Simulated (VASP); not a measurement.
# Li (Cmcm) in VASP: notebook

Li is run at these levels: PBEsol; tasks: single point.

Everything below comes from runs of VASP 6.6.1. Logs are shortened: lines on timing, memory, paths and dates and some standing lists are left out, and cuts for length are marked.

### 1 The cell of the first run

It takes space group Cmcm (No. 63, orthorhombic). The conventional cell has a = 3.111 Å, b = 5.173 Å, c = 5.093 Å, α = 90.00°, β = 90.00°, γ = 90.00°. Li (site symmetry m2m) has 12 Li at 3.02 to 3.11 Å within 4.0 Å.

### 2 Single point, PBEsol (strain -0.0400 x Voigt [0, 1, 0, 0, 0, 0])

The input, INCAR:

```
SYSTEM = Li
  ALGO = Fast
  EDIFF = 1E-7
  ENCUT = 520
  GGA = PS
  ISIF = 2
  ISMEAR = 0
  LASPH = .True.
  LCHARG = .True.
  LELF = .True.
  LREAL = .False.
  LVHAR = .True.
  LWAVE = .False.
  NBANDS = 10
  NELM = 60
  PREC = Accurate
  SIGMA = 0.15
```

The input, KPOINTS:

```
k-points
0
Gamma
  18 18 10
  0 0 0
```

The input, POSCAR:

```
Li
1.0
    3.1110021516      0.0000000000      0.0000000000
   -1.5555010758      2.5864386187      0.0000000000
    0.0000000000      0.0000000000      5.0930000000
Li
2
Direct
    0.3333333333      0.6666666667      0.2500000000
    0.6666666667      0.3333333333      0.7500000000
```

Potentials or basis: VASP PAW PBE potentials, release 64 (Li_sv).

Run with:

```bash
$ cat potpaw_PBE.64/Li_sv/POTCAR > POTCAR
$ mpirun -np 1 vasp_std > vasp.out
```

OUTCAR:

```text
SYSTEM = Li
   EDIFF = 1E-7
   ENCUT = 520
   GGA = PS
   ISIF = 2
   ISMEAR = 0
   LASPH = .True.
   LREAL = .False.
   NELM = 60
   PREC = Accurate

 ion  position               nearest neighbor table
   1  0.333  0.667  0.250-
   2  0.667  0.333  0.750-

  Warning from LATTYP: Monoclinic adjustment (A1->A3, A2->A1, A3->A2)!
  LATTYP: Found a base centered orthorhombic cell.
 ALAT       =     3.1110021516
 B/A-ratio  =     1.6627687752
 C/A-ratio  =     1.6370930497

  Lattice vectors:

 A1 = (   1.5555010758,  -2.5864386187,   0.0000000000)
 A2 = (   1.5555010758,   2.5864386187,   0.0000000000)
 A3 = (   0.0000000000,   0.0000000000,   5.0930000000)

Analysis of symmetry for initial positions (statically):
=====================================================================
 Subroutine PRICEL returns:
 Original cell was already a primitive cell.

 Routine SETGRP: Setting up the symmetry group for a
 base centered orthorhombic supercell.

 Subroutine GETGRP returns: Found  8 space group operations
 (whereof  4 operations were pure point group operations)
 out of a pool of  8 trial point group operations.

The static configuration has the point symmetry C_2h.
 The point group associated with its full space group is D_2h.

Analysis of symmetry for dynamics (positions and initial velocities):
=====================================================================
 Subroutine PRICEL returns:
 Original cell was already a primitive cell.

 Routine SETGRP: Setting up the symmetry group for a
 base centered orthorhombic supercell.

 Subroutine GETGRP returns: Found  8 space group operations
 (whereof  4 operations were pure point group operations)
 out of a pool of  8 trial point group operations.

The dynamic configuration has the point symmetry C_2h.
 The point group associated with its full space group is D_2h.

 Subroutine INISYM returns: Found  8 space group operations
 (whereof  4 operations are pure point group operations),
 and found     1 'primitive' translations

----------------------------------------------------------------------------------------

                                     Primitive cell

  volume of cell :      40.9804

  direct lattice vectors                    reciprocal lattice vectors
     3.111002152  0.000000000  0.000000000     0.321439829  0.193316012  0.000000000
    -1.555501076  2.586438619  0.000000000     0.000000000  0.386632025  0.000000000
     0.000000000  0.000000000  5.093000000     0.000000000  0.000000000  0.196347929

[... 85 lines left out ...]
   EDIFFG = 0.1E-05   stopping-criterion for IOM
   NSW    =      0    number of steps for IOM
   IBRION =     -1    ionic relax: 0-MD 1-quasi-New 2-CG
   NFREE  =      0    steps in history (QN), initial steepest desc. (CG)
   ISIF   =      2    stress and relaxation
   ISYM   =      2    0-nonsym 1-usesym 2-fastsym
   POTIM  = 0.5000    time-step for ionic-motion
   TEBEG  =    0.0;   TEEND  =   0.0 temperature during run
   PSTRESS=    0.0 pullay stress
   NELECT =       6.0000    total number of electrons
   NUPDOWN=      -1.0000    fix difference up-down
   EMIN   =  10.00;   EMAX   =-10.00  energy-range for DOS
   EFERMI =   0.00;   METHOD = LEGACY
   ISMEAR =     0;   SIGMA  =   0.15  broadening in eV -4-tet -1-fermi 0-gaus
   EFERMI_NEDOS =   21; number of points for ismear=-14 and -15
   IALGO  =     68    algorithm
   IMIX   =      4    mixing-type and parameters
     AMIX     =   0.40;   BMIX     =  1.00
     AMIX_MAG =   1.60;   BMIX_MAG =  1.00
  volume/ion in A,a.u.               =      20.49       138.27
  Fermi-wavevector in a.u.,A,eV,Ry     =   0.862846  1.630542 10.129577  0.744503
  Thomas-Fermi vector in A             =   1.980708
   LORBIT       =      0    0 simple, 1 ext, 2 COOP (PROOUT), +10 PAW based schemes
   GGA     = PS    functional components
   LHFCALC =     F    Hartree Fock is set to
   AEXX    =    0.0000 exact exchange contribution
   IVDW    =     0    specifies the selected vdW correction
   LEPSILON=     F    determine dielectric tensor
   LRPA    =     F    only Hartree local field effects (RPA)
 non-spin polarized calculation
 RMM-DIIS sequential band-by-band and
 Gauss-broadening in eV      SIGMA  =   0.15
  energy-cutoff  :      520.00
  volume of cell :       40.98
 maximum number of plane-waves:      1126
   NGX = 11   NGY = 11   NGZ = 19

 number of electron       5.9999999 magnetization

 Free energy of the ion-electron system (eV)
  ---------------------------------------------------
  ext. energy  EPLUGINS =         0.00000000
  ---------------------------------------------------
  free energy    TOTEN  =        -3.93799955 eV

  energy without entropy =       -3.92701923  energy(sigma->0) =       -3.93250939

 E-fermi :   0.5928     XC(G=0):  -6.9913

 val. band max:        0.5861349335   @ k =   0.1111   0.3889   0.2000
 cond. band min:       0.5939116267   @ k =   0.2222   0.1111   0.3000
 fundamental gap:      0.0077766932
 Fermi energy:         0.5927647424

 k-point     1 :       0.0000    0.0000    0.0000
  band No.  band energies     occupation
      1     -45.3367      2.00000
      2     -45.3200      2.00000
      3      -2.9438      2.00000
      4       0.4635      1.77689
      5       3.3160      0.00000
      6      12.9531      0.00000
      7      13.4745      0.00000
      8      14.2706      0.00000
      9      14.5669      0.00000
     10      14.8511      0.00000
[... 287 lines left out ...]
 k-point    24 :      -0.2778    0.0556    0.0000
  band No.  band energies     occupation
      1     -45.3283      2.00000
      2     -45.3159      2.00000
      3      -1.9341      2.00000
      4       1.7893      0.00000
      5       3.5981      0.00000
      6       7.7633      0.00000
      7      10.0270      0.00000
      8      11.9655      0.00000
      9      12.3794      0.00000
     10      14.0789      0.00000

 [... further k-points ...]
[... 5 lines left out ...]
  --------------------------------------------------------------------------------------
  -------------------------------------------------------------------------------------
  Total       -0.1116705      0.0495228     -0.1473681      0.0000000      0.0000000      0.0000000
  in kB       -4.3658892      1.9361540     -5.7615318      0.0000000      0.0000000      0.0000000
  external PRESSURE =      -2.7304223 kB  Pullay stress =       0.0000000 kB

 VOLUME and BASIS-vectors are now :
 -----------------------------------------------------------------------------
  energy-cutoff  :      520.00
  volume of cell :       40.98
      direct lattice vectors                 reciprocal lattice vectors
     3.111002152  0.000000000  0.000000000     0.321439829  0.193316012  0.000000000
    -1.555501076  2.586438619  0.000000000     0.000000000  0.386632025  0.000000000
     0.000000000  0.000000000  5.093000000     0.000000000  0.000000000  0.196347929

 POSITION                                       TOTAL-FORCE (eV/Angst)
 -----------------------------------------------------------------------------------
     -0.00000      1.72429      1.27325         0.000000     -0.015098      0.000000
      1.55550      0.86215      3.81975        -0.000000      0.015098      0.000000
 -----------------------------------------------------------------------------------
    total drift:                               -0.000000      0.000000     -0.000000

  FREE ENERGIE OF THE ION-ELECTRON SYSTEM (eV)
  ---------------------------------------------------
  free  energy   TOTEN  =        -3.9379995526 eV

  energy  without entropy=       -3.9270192315  energy(sigma->0) =       -3.93250939
```

OSZICAR:

```text
N       E                     dE             d eps       ncg     rms          rms(c)
DAV:   1     0.170434326011E+02    0.17043E+02   -0.32069E+03 10936   0.566E+02
DAV:   2    -0.129704317320E+01   -0.18340E+02   -0.17833E+02 13696   0.110E+02
DAV:   3    -0.388632045377E+01   -0.25893E+01   -0.25705E+01 18094   0.315E+01
DAV:   4    -0.394233711468E+01   -0.56017E-01   -0.55914E-01 14196   0.472E+00
[... 13 lines left out ...]
RMM:  18    -0.393800033595E+01   -0.62609E-06   -0.25619E-07 13743   0.389E-03    0.499E-03
RMM:  19    -0.393800008606E+01    0.24989E-06   -0.50117E-08 11022   0.265E-03    0.342E-03
RMM:  20    -0.393799981594E+01    0.27011E-06   -0.41625E-08 11539   0.190E-03    0.184E-03
RMM:  21    -0.393799962934E+01    0.18660E-06   -0.14504E-08 10624   0.114E-03    0.650E-04
RMM:  22    -0.393799955259E+01    0.76749E-07   -0.24332E-08 10211   0.930E-04
   1 F= -.39379996E+01 E0= -.39325094E+01  d E =-.109803E-01
```

It took 11 min on 1 thread of Oxide Virtual Turin-like, shared host; peak memory 0.25 GiB.

What came out:

```yaml
Free_energy: -3.9380 eV
Largest_force: 0.015 eV/Å
Band_gap_on_the_k_mesh: zero (band 3 reaches 2.79 eV, above the bottom of band 4 at -1.87 eV)
```

Forces in eV/Å, atoms in the order of the input:
```
Li   0.000 -0.015  0.000
Li   0.000  0.015  0.000
```

Caveat: the cell differs from its parent crystal (strain -0.0400 x Voigt [0, 1, 0, 0, 0, 0]); the cutoff is under 1.25 times the usual one of these potentials, so pressure, stress and relaxed cells hold a basis-set (Pulay) error; the PAW data sets were made with another functional, which shifts forces and pressure a little.

### 3 Single point, PBEsol (strain -0.0200 x Voigt [0, 1, 0, 0, 0, 0])

The input, INCAR:

```
SYSTEM = Li
PREC = Accurate
ENCUT = 520
EDIFF = 1E-6
ISMEAR = 0
SIGMA = 0.15
LREAL = .False.
LASPH = .True.
NELM = 100
ALGO = Fast
ISIF = 2
LWAVE = .False.
LCHARG = .False.
GGA = PS
NBANDS = 10
```

The input, KPOINTS:

```
Automatic mesh
0
Gamma
  18 18 10
  0 0 0
```

The input, POSCAR:

```
Li
1.0
    3.1110021516      0.0000000000      0.0000000000
   -1.5555010758      2.6403227566      0.0000000000
    0.0000000000      0.0000000000      5.0930000000
Li
2
Direct
    0.3333333333      0.6666666667      0.2500000000
    0.6666666667      0.3333333333      0.7500000000
```

Potentials or basis: VASP PAW PBE potentials, release 64 (Li_sv).

Run with:

```bash
$ cat potpaw_PBE.64/Li_sv/POTCAR > POTCAR
$ mpirun -np 1 vasp_std > vasp.out
```

Wall time 6.9 min (1 thread of Oxide Virtual Turin-like, shared host); peak memory 0.25 GiB.

The run converged. Its results:

- Free energy: -3.9384 eV
- Largest force: 0.008 eV/Å
- Band gap on the k mesh: zero (band 3 reaches 2.70 eV, above the bottom of band 4 at -1.89 eV)

Forces in eV/Å, atoms in the order of the input:
```
Li   0.000 -0.008  0.000
Li   0.000  0.008  0.000
```

Levels at points of the mesh, in eV from the Fermi level:
```
           k point  band 1  band 2  band 3  band 4  band 5  band 6  band 7  band 8
(0.00, 0.00, 0.00)  -45.96  -45.95   -3.51   -0.07    2.74   12.21   12.48   13.54
(0.50, 0.00, 0.00)  -45.95  -45.94   -0.08    0.99    4.53    5.66    6.00    7.65
(0.00, 0.50, 0.00)  -45.94  -45.94    0.03    1.13    4.70    5.79    6.11    7.70
(0.00, 0.00, 0.50)  -45.95  -45.95   -2.43   -2.43    7.62    7.62   13.08   13.08
(0.50, 0.00, 0.50)  -45.94  -45.94    0.65    0.65    3.38    3.38    9.85    9.85
(0.00, 0.50, 0.50)  -45.94  -45.94    0.77    0.77    3.53    3.53    9.44    9.44
```

Caveat: the cell differs from its parent crystal (strain -0.0200 x Voigt [0, 1, 0, 0, 0, 0]); the cutoff is under 1.25 times the usual one of these potentials, so pressure, stress and relaxed cells hold a basis-set (Pulay) error; the PAW data sets were made with another functional, which shifts forces and pressure a little.

### 4 Single point, PBEsol (strain +0.0100 x Voigt [0, 1, 0, 0, 0, 0])

The input, INCAR:

```
SYSTEM = Li
PREC     = Accurate       ! precision mode
ENCUT    = 520            ! plane-wave cutoff, eV
EDIFF    = 1E-6           ! SCF threshold, eV
ISMEAR   = 0              ! smearing method
SIGMA    = 0.15           ! smearing width, eV
LREAL    = .False.        ! projectors in reciprocal space
LASPH    = .True.         ! aspherical terms in the spheres
NELM     = 100            ! most SCF steps
ALGO     = Fast           ! electronic algorithm
ISIF     = 2              ! what is computed and relaxed
LWAVE    = .False.        ! write WAVECAR
LCHARG   = .False.        ! write CHGCAR
GGA      = PS             ! functional
NBANDS   = 10             ! bands
```

KPOINTS is that of step 3.

The input, POSCAR:

```
Li
1.0
    3.1110021516      0.0000000000      0.0000000000
   -1.5555010758      2.7211489635      0.0000000000
    0.0000000000      0.0000000000      5.0930000000
Li
2
Direct
    0.3333333333      0.6666666667      0.2500000000
    0.6666666667      0.3333333333      0.7500000000
```

Run with:

```bash
$ cat potpaw_PBE.64/Li_sv/POTCAR > POTCAR
$ mpirun -np 1 vasp_std > vasp.out
```

Wall time 8.3 min (1 thread of Oxide Virtual Turin-like, shared host); peak memory 0.25 GiB.

It converged, with:

```yaml
Free_energy: -3.9342 eV
Largest_force: 0.004 eV/Å
Band_gap_on_the_k_mesh: zero (band 3 reaches 2.55 eV, above the bottom of band 4 at -1.92 eV)
```

Forces on the atoms (eV/Å):
```
Li   0.000  0.004  0.000
Li   0.000 -0.004  0.000
```

Levels at points of the mesh, in eV from the Fermi level:
```
           k point  band 1  band 2  band 3  band 4  band 5  band 6  band 7  band 8
(0.00, 0.00, 0.00)  -46.02  -46.01   -3.48    0.02    2.76   11.85   11.99   13.19
(0.50, 0.00, 0.00)  -46.01  -46.00   -0.06    0.99    4.54    5.66    5.99    7.54
(0.00, 0.50, 0.00)  -46.01  -46.00   -0.11    0.92    4.46    5.59    5.93    7.51
(0.00, 0.00, 0.50)  -46.01  -46.01   -2.38   -2.38    7.68    7.68   12.73   12.73
(0.50, 0.00, 0.50)  -46.00  -46.00    0.69    0.69    3.33    3.33    9.35    9.35
(0.00, 0.50, 0.50)  -46.00  -46.00    0.64    0.64    3.26    3.26    9.54    9.54
```

Caveat: the cell differs from its parent crystal (strain +0.0100 x Voigt [0, 1, 0, 0, 0, 0]); the cutoff is under 1.25 times the usual one of these potentials, so pressure, stress and relaxed cells hold a basis-set (Pulay) error; the PAW data sets were made with another functional, which shifts forces and pressure a little.

### 5 Overview

| cell | further INCAR settings | gap on the mesh (eV) | largest force (eV/Å) |
| --- | --- | --- | --- |
| a = 3.111, b = 3.018, c = 5.093 Å, angles 90.0, 90.0, 121.0°, 2 atoms | ALGO = Fast; EDIFF = 1e-07; NBANDS = 10 | none | 0.02 |
| a = 3.111, b = 3.064, c = 5.093 Å, angles 90.0, 90.0, 120.5°, 2 atoms | ALGO = Fast; EDIFF = 1e-06; NBANDS = 10 | none | 0.01 |
| a = 3.111, b = 3.134, c = 5.093 Å, angles 90.0, 90.0, 119.8°, 2 atoms | ALGO = Fast; EDIFF = 1e-06; NBANDS = 10 | none | - |

Alike in all rows: task single point; level PBEsol; potentials or basis VASP PAW PBE potentials, release 64 (Li_sv); no spin polarisation; k mesh 18 × 18 × 10; cutoff (eV) 520; smearing gaussian 0.15 eV.

Caveats: the cutoff is under 1.25 times the usual one of these potentials, so pressure, stress and relaxed cells hold a basis-set (Pulay) error; the PAW data sets were made with another functional, which shifts forces and pressure a little.

Total energies depend on the potentials used, so only differences within one code and one set of settings carry meaning.
